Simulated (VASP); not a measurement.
A run of VASP 6.6.1 is set up as follows.

File INCAR:

```
SYSTEM = Te
PREC = Accurate
ENCUT = 500
EDIFF = 1E-6
ISMEAR = 0
SIGMA = 0.05
LREAL = .False.
LASPH = .True.
NELM = 200
ALGO = Normal
ISIF = 2
LWAVE = .False.
LCHARG = .False.
ISPIN = 2
MAGMOM = 1
LORBIT = 11
NUPDOWN = 1.0
GGA = LIBXC
LIBXC1 = GGA_X_PBE_SOL
LIBXC2 = GGA_C_PBE
NBANDS = 13
GGA_COMPAT = .False.
```

Contents of KPOINTS:

```
Automatic mesh
0
Gamma
  9 9 9
  0 0 0
```

Contents of POSCAR:

```
Te
1.0
    2.3211756774      1.3401314022      1.7021523992
   -2.3211756774      1.3401314022      1.7021523992
    0.0000000000     -2.6802628044      1.7021523992
Te
1
Direct
    0.5000000000      0.5000000000      0.5000000000
```

Potentials or basis: VASP PAW PBE potentials, release 64 (Te).

Launch:

```bash
$ cat potpaw_PBE.64/Te/POTCAR > POTCAR
$ mpirun -np 1 vasp_std > vasp.out
```

Problem. Estimate the pressure.

Solution. 2.5 GPa.

Stress tensor (GPa, compression positive):
```
2.72 0.00 0.00
0.00 2.72 0.00
0.00 0.00 1.97
```

Caveat: the PAW data sets were made with another functional, which shifts forces and pressure a little; the total moment is fixed, so each spin has its own Fermi level.
